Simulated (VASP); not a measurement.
# Si2Ge2P (P6/mmm) in VASP: notebook, part 3 of 3

VASP 6.6.1. Earlier steps stand in the parts before.

## 7. Relaxation of cell and atoms, PBE

This run uses another cell than the first one, of 24.87 Å³/atom, 1.140 times its volume.

INCAR reads:

```
PREC = Accurate
ENCUT = 600
EDIFF = 1E-6
ISMEAR = 0
SIGMA = 0.1
LREAL = F
LASPH = T
NELM = 60
ALGO = Normal
ISIF = 3
LWAVE = F
LCHARG = F
GGA = PE
IBRION = 2
NSW = 90
EDIFFG = -0.04
```

KPOINTS reads:

```
Automatic mesh
0
Gamma
  6 6 4
```

POSCAR reads:

```
Si2Ge2P
1.0
    4.4735612295      0.0000000000      0.0000000000
   -2.2367806147      3.8742176701      0.0000000000
    0.0000000000      0.0000000000      7.1741414701
Si Ge P
2 2 1
Direct
    0.0000000000      0.0000000000      0.7037564245
    0.0000000000      0.0000000000      0.2962435755
    0.3333333333      0.6666666667      0.5000000000
    0.6666666667      0.3333333333      0.5000000000
    0.0000000000      0.0000000000      0.0000000000
```

Potentials or basis: VASP PAW PBE potentials, release 64 (Si, Ge_d, P).

On the command line:

```sh
> cat potpaw_PBE.64/Si/POTCAR potpaw_PBE.64/Ge_d/POTCAR potpaw_PBE.64/P/POTCAR > POTCAR
> mpirun -np 1 vasp_std > vasp.out
```

OUTCAR:

```text
PREC = Accurate
   ENCUT = 600
   EDIFF = 1E-6
   ISMEAR = 0
   LREAL = F
   LASPH = T
   NELM = 60
   ISIF = 3
   GGA = PE
   IBRION = 2
   NSW = 90
   EDIFFG = -0.04

 ion  position               nearest neighbor table
   1  0.000  0.000  0.704-   5 2.13   2 2.92   4 2.97   3 2.97   3 2.97   4 2.97   4 2.97   3 2.97

   2  0.000  0.000  0.296-   5 2.13   1 2.92   4 2.97   3 2.97   3 2.97   4 2.97   4 2.97   3 2.97

   3  0.333  0.667  0.500-   4 2.58   4 2.58   4 2.58   1 2.97   2 2.97   2 2.97   1 2.97   2 2.97
                             1 2.97
   4  0.667  0.333  0.500-   3 2.58   3 2.58   3 2.58   1 2.97   2 2.97   1 2.97   2 2.97   1 2.97
                             2 2.97
   5  0.000  0.000  0.000-   1 2.13   2 2.13

  LATTYP: Found a hexagonal cell.
 ALAT       =     4.4735612295
 C/A-ratio  =     1.6036757076

  Lattice vectors:

 A1 = (   4.4735612295,   0.0000000000,   0.0000000000)
 A2 = (  -2.2367806147,   3.8742176701,   0.0000000000)
 A3 = (   0.0000000000,   0.0000000000,   7.1741414701)

Analysis of symmetry for initial positions (statically):
=====================================================================
 Subroutine PRICEL returns:
 Original cell was already a primitive cell.

 Routine SETGRP: Setting up the symmetry group for a
 hexagonal supercell.

 Subroutine GETGRP returns: Found 24 space group operations
 (whereof 24 operations were pure point group operations)
 out of a pool of 24 trial point group operations.

The static configuration has the point symmetry D_6h.

Analysis of symmetry for dynamics (positions and initial velocities):
=====================================================================
 Subroutine PRICEL returns:
 Original cell was already a primitive cell.

 Routine SETGRP: Setting up the symmetry group for a
 hexagonal supercell.

 Subroutine GETGRP returns: Found 24 space group operations
 (whereof 24 operations were pure point group operations)
 out of a pool of 24 trial point group operations.

The dynamic configuration has the point symmetry D_6h.

 Subroutine INISYM returns: Found 24 space group operations
 (whereof 24 operations are pure point group operations),
 and found     1 'primitive' translations

----------------------------------------------------------------------------------------

                                     Primitive cell

  volume of cell :     124.3390

  direct lattice vectors                    reciprocal lattice vectors
     4.473561229  0.000000000  0.000000000     0.223535557  0.129058314  0.000000000
    -2.236780615  3.874217670  0.000000000     0.000000000  0.258116628  0.000000000
     0.000000000  0.000000000  7.174141470     0.000000000  0.000000000  0.139389501

  length of vectors
     4.473561229  4.473561229  7.174141470     0.258116628  0.258116628  0.139389501

  position of ions in fractional coordinates (direct lattice)
     0.000000000  0.000000000  0.703756424
     0.000000000  0.000000000  0.296243576
     0.333333333  0.666666667  0.500000000
     0.666666667  0.333333333  0.500000000
     0.000000000  0.000000000  0.000000000

  ion indices of the primitive-cell ions
   primitive index   ion index
                 1           1
                 2           2
                 3           3
                 4           4
                 5           5

----------------------------------------------------------------------------------------

 KPOINTS: Automatic mesh

Automatic generation of k-mesh.
 Grid dimensions read from file:
 generate k-points for:    6    6    4

 Generating k-lattice:

  Cartesian coordinates                     Fractional coordinates (reciprocal lattice)
     0.037255926  0.021509719  0.000000000     0.166666667  0.000000000  0.000000000
     0.000000000  0.043019438  0.000000000     0.000000000  0.166666667  0.000000000
     0.000000000  0.000000000  0.034847375     0.000000000  0.000000000  0.250000000

  Length of vectors
     0.043019438  0.043019438  0.034847375

  Shift w.r.t. Gamma in fractional coordinates (k-lattice)
     0.000000000  0.000000000  0.000000000

 Subroutine IBZKPT returns following result:
 ===========================================

 Found     21 irreducible k-points:

 Following reciprocal coordinates:
            Coordinates               Weight
  0.000000  0.000000  0.000000      1.000000
  0.166667  0.000000  0.000000      6.000000
  0.333333  0.000000  0.000000      6.000000
  0.500000  0.000000  0.000000      3.000000
  0.166667  0.166667  0.000000      6.000000
  0.333333  0.166667  0.000000     12.000000
[... 13 lines left out ...]
  0.333333  0.166667  0.500000     12.000000
  0.333333  0.333333  0.500000      2.000000
   k-points           NKPTS =     21   k-points in BZ     NKDIM =     21   number of bands    NBANDS=     24
   number of dos      NEDOS =    301   number of ions     NIONS =      5
   total plane-waves  NPLWV =  77760
   dimension x,y,z NGX =    36 NGY =   36 NGZ =   60
   dimension x,y,z NGXF=    72 NGYF=   72 NGZF=  120
   ions per type =               2   2   1
   NGX,Y,Z   is equivalent  to a cutoff of  13.38, 13.38, 13.90 a.u.
   NGXF,Y,Z  is equivalent  to a cutoff of  26.76, 26.76, 27.81 a.u.
 SYSTEM =  unknown system
   PREC   = accura    normal or accurate (medium, high low for compatibility)
   ISTART =      0    job   : 0-new  1-cont  2-samecut
   ICHARG =      2    charge: 1-file 2-atom 10-const
   ISPIN  =      1    spin polarized calculation?
   LNONCOLLINEAR =      F non collinear calculations
   LSORBIT =      F    spin-orbit coupling
   LASPH  =      T    aspherical Exc in radial PAW
   ENCUT  =  600.0 eV  44.10 Ry    6.64 a.u.   8.93  8.93 14.33*2*pi/ulx,y,z
   NELM   =     60;   NELMIN=  2; NELMDL= -5     # of ELM steps
   EDIFF  = 0.1E-05   stopping-criterion for ELM
   LREAL  =      F    real-space projection
   EDIFFG = -.4E-01   stopping-criterion for IOM
   NSW    =     90    number of steps for IOM
   IBRION =      2    ionic relax: 0-MD 1-quasi-New 2-CG
   NFREE  =      1    steps in history (QN), initial steepest desc. (CG)
   ISIF   =      3    stress and relaxation
   ISYM   =      2    0-nonsym 1-usesym 2-fastsym
   POTIM  = 0.5000    time-step for ionic-motion
   TEBEG  =    0.0;   TEEND  =   0.0 temperature during run
   PSTRESS=    0.0 pullay stress
   NELECT =      41.0000    total number of electrons
   NUPDOWN=      -1.0000    fix difference up-down
   EMIN   =  10.00;   EMAX   =-10.00  energy-range for DOS
   EFERMI =   0.00;   METHOD = LEGACY
   ISMEAR =     0;   SIGMA  =   0.10  broadening in eV -4-tet -1-fermi 0-gaus
   EFERMI_NEDOS =   21; number of points for ismear=-14 and -15
   IALGO  =     38    algorithm
   IMIX   =      4    mixing-type and parameters
     AMIX     =   0.40;   BMIX     =  1.00
     AMIX_MAG =   1.60;   BMIX_MAG =  1.00
  volume/ion in A,a.u.               =      24.87       167.82
  Fermi-wavevector in a.u.,A,eV,Ry     =   1.131011  2.137302 17.404395  1.279187
  Thomas-Fermi vector in A             =   2.267709
   LORBIT       =      0    0 simple, 1 ext, 2 COOP (PROOUT), +10 PAW based schemes
   GGA     = PE    functional components
   LHFCALC =     F    Hartree Fock is set to
   AEXX    =    0.0000 exact exchange contribution
   IVDW    =     0    specifies the selected vdW correction
   LEPSILON=     F    determine dielectric tensor
   LRPA    =     F    only Hartree local field effects (RPA)
 conjugate gradient relaxation of ions
 non-spin polarized calculation
 Gauss-broadening in eV      SIGMA  =   0.10
  energy-cutoff  :      600.00
  volume of cell :      124.34
 maximum number of plane-waves:      4185
 NGX is ok and might be reduce to    36
   NGX = 17   NGY = 17   NGZ = 29

--------------------------------------- Ionic step        1  -------------------------------------------

 number of electron      40.9999995 magnetization

 Free energy of the ion-electron system (eV)
  ---------------------------------------------------
  ext. energy  EPLUGINS =         0.00000000
  ---------------------------------------------------
  free energy    TOTEN  =       -21.55046307 eV

  energy without entropy =      -21.53379614  energy(sigma->0) =      -21.54212960

------------------------ aborting loop because EDIFF is reached ----------------------------------------

  FORCE on cell =-STRESS in cart. coord.  units (eV):
  Direction    XX          YY          ZZ          XY          YZ          ZX
  --------------------------------------------------------------------------------------
  -------------------------------------------------------------------------------------
  Total        0.1316562      0.1316562     -0.4834096      0.0000000     -0.0000000      0.0000000
  in kB        1.6964635      1.6964635     -6.2290027      0.0000000     -0.0000000      0.0000000
  external PRESSURE =      -0.9453586 kB  Pullay stress =       0.0000000 kB
[... 141 lines left out ...]
  energy  without entropy=      -21.5421655763  energy(sigma->0) =      -21.54975585

--------------------------------------- Ionic step        5  -------------------------------------------

 number of electron      40.9999999 magnetization

 Free energy of the ion-electron system (eV)
  ---------------------------------------------------
  ext. energy  EPLUGINS =         0.00000000
  ---------------------------------------------------
  free energy    TOTEN  =       -21.55748874 eV

  energy without entropy =      -21.54251438  energy(sigma->0) =      -21.55000156

 E-fermi :   3.7113     XC(G=0):  -8.8982

 val. band max:        3.6994231922   @ k =   0.3333   0.1667   0.2500
 cond. band min:       3.8491534413   @ k =   0.1667   0.0000   0.0000
 fundamental gap:      0.1497302491
 Fermi energy:         3.7112625926

 k-point     1 :       0.0000    0.0000    0.0000
  band No.  band energies     occupation
      1     -21.2524      2.00000
      2     -21.2271      2.00000
      3     -21.2271      2.00000
      4     -21.2118      2.00000
      5     -21.2118      2.00000
      6     -21.1448      2.00000
[... 588 lines left out ...]
  FREE ENERGIE OF THE ION-ELECTRON SYSTEM (eV)
  ---------------------------------------------------
  free  energy   TOTEN  =       -21.5574887420 eV

  energy  without entropy=      -21.5425143787  energy(sigma->0) =      -21.55000156

 reached required accuracy - stopping structural energy minimisation
```

CONTCAR:

```text
Si2Ge2P
   1.00000000000000
     4.4892993355599407    0.0000000000002033    0.0000000000000000
    -2.2446496677296186    3.8878472697549222    0.0000000000000000
    -0.0000000000000000   -0.0000000000000000    7.1027644485105581
  Si              Ge              P
     2     2     1
Direct
     1.0000000000000000    1.0000000000000000    0.7003728636422795
     0.0000000000000000    0.0000000000000000    0.2996271363577204
     0.3333333332999970    0.6666666667000030    0.5000000000000000
     0.6666666667000030    0.3333333332999970    0.5000000000000000
     0.0000000000000000    0.0000000000000000    0.0000000000000000

  0.00000000E+00  0.00000000E+00  0.00000000E+00
  0.00000000E+00  0.00000000E+00  0.00000000E+00
  0.00000000E+00  0.00000000E+00  0.00000000E+00
  0.00000000E+00  0.00000000E+00  0.00000000E+00
  0.00000000E+00  0.00000000E+00  0.00000000E+00
```

Wall time 2.6 min (1 thread of Intel Xeon Platinum 8488C (Sapphire Rapids), shared host); peak memory 0.31 GiB.

Results:

| Quantity | Value |
| --- | --- |
| Free energy | -21.5575 eV |
| Relaxed volume | 24.79 Å³/atom |
| Relaxed cell | a = 4.489 Å, b = 4.489 Å, c = 7.103 Å, α = 90.00°, β = 90.00°, γ = 120.00° |
| Space group after relaxing (to 0.05 Å) | P6/mmm (No. 191) |
| Energy gained by relaxing | 1.4 meV/atom |
| Ionic steps | 5 |
| Pressure after relaxing | -0.2 GPa |

The path:
| step | energy change (eV) | largest force (eV/Å) | pressure (GPa) | volume (Å³) |
| --- | --- | --- | --- | --- |
| 1 | 0.0000 | 0.1310 | -0.09 | 124.34 |
| 2 | -0.0034 | 0.1592 | 0.05 | 124.07 |
| 3 | -0.0051 | 0.1811 | 0.16 | 123.80 |
| 4 | -0.0069 | 0.0520 | -0.07 | 123.92 |
| 5 | -0.0070 | 0.0010 | -0.15 | 123.97 |

Final structure:
```yaml
crystal:
  lattice:
    - [4.48930, 0.00000, 0.00000]
    - [-2.24465, 3.88785, 0.00000]
    - [0.00000, 0.00000, 7.10276]
  atoms:
    - { symbol: Si, position: [0.00000, 0.00000, 0.70037] }
    - { symbol: Si, position: [0.00000, 0.00000, 0.29963] }
    - { symbol: Ge, position: [0.33333, 0.66667, 0.50000] }
    - { symbol: Ge, position: [0.66667, 0.33333, 0.50000] }
    - { symbol: P, position: [0.00000, 0.00000, 0.00000] }
```

Levels at points of the mesh, in eV from the Fermi level:
```csv
k point,band 18,band 19,band 20,band 21,band 22,band 23
"(0.00, 0.00, 0.00)",-2.37,-2.25,-2.25,0.15,0.15,0.96
"(0.50, 0.00, 0.00)",-2.11,-1.36,-0.81,0.30,1.33,1.48
"(0.00, 0.00, 0.50)",-2.37,-1.90,-1.90,-1.12,-1.12,1.22
"(0.50, 0.00, 0.50)",-3.74,-1.53,-0.48,0.90,1.12,2.44
```

## 8. Overview

| task | cell | k mesh | cutoff (eV) | gap on the mesh (eV) | pressure (GPa) | relaxed volume (Å³/atom) | largest force (eV/Å) |
| --- | --- | --- | --- | --- | --- | --- | --- |
| single point | a = 3.949, b = 3.949, c = 8.079 Å, angles 90.0, 90.0, 120.0°, 5 atoms | 6 × 6 × 2 | 520 | none | 8.2 | - | 1.20 |
| single point | a = 4.474, b = 4.474, c = 7.174 Å, angles 90.0, 90.0, 120.0°, 5 atoms | 6 × 6 × 2 | 520 | none | 0.0 | - | 0.03 |
| single point | a = 4.489, b = 4.489, c = 7.076 Å, angles 90.0, 90.0, 120.0°, 5 atoms | 6 × 6 × 4 | 520 | none | 0.0 | - | 0.04 |
| relaxation of cell and atoms | relaxed from a = 3.949, b = 3.949, c = 8.079 Å, angles 90.0, 90.0, 120.0°, 5 atoms | 6 × 6 × 2 | 600 | none | 0.0 | 24.91 | 0.03 |
| single point | a = 4.543, b = 4.543, c = 7.009 Å, angles 90.0, 90.0, 120.0°, 5 atoms | 12 × 12 × 6 | 520 | none | 0.0 | - | 0.02 |
| relaxation of cell and atoms | relaxed from a = 4.474, b = 4.474, c = 7.174 Å, angles 90.0, 90.0, 120.0°, 5 atoms | 6 × 6 × 4 | 600 | none | -0.2 | 24.79 | - |

Alike in all rows: level PBE; potentials or basis VASP PAW PBE potentials, release 64 (Si, Ge_d, P); no spin polarisation; smearing gaussian 0.1 eV.

Caveats: some runs use coarse meshes; forces of over 1 eV/Å act on the atoms, so gaps and moduli don't describe the material at rest (some runs).

Total energies depend on the potentials used, so only differences within one code and one set of settings carry meaning.
